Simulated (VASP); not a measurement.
BeTe:

```
CELL_PARAMETERS angstrom
0.00000 2.77000 2.77000
2.77000 0.00000 2.77000
2.77000 2.77000 0.00000
ATOMIC_POSITIONS crystal
Te 0.75000 0.75000 0.75000
Be 0.00000 0.00000 0.00000
```

Program: VASP 6.6.1. Alike in all runs: task single point; potentials or basis VASP PAW PBE potentials, release 64 (Te, Be); no spin polarisation; cell as given.

Order these runs on this cell by their band gap on the k mesh, lowest first.
A. level PBE0; k mesh 6 × 6 × 6; cutoff (eV) 520; smearing fermi-dirac 0.05 eV; grid for exact exchange (PRECFOCK) Normal; share of exact exchange 0.25
B. level HSE06; k mesh 6 × 6 × 6; cutoff (eV) 520; smearing fermi-dirac 0.05 eV; grid for exact exchange (PRECFOCK) Normal; share of exact exchange 0.25; screening parameter 0.2079 1/Å
C. level PBE; k mesh 5 × 5 × 5; cutoff (eV) 600; smearing fermi-dirac 0.02 eV

C (1.96 eV), B (2.50 eV), A (3.18 eV).

Caveats: spin-orbit coupling is left out, which moves the levels of the heavy elements; an odd mesh through Γ misses points on the zone boundary, where band edges can lie (at least some runs).

A k mesh can miss the band edges, odd and even meshes differently.
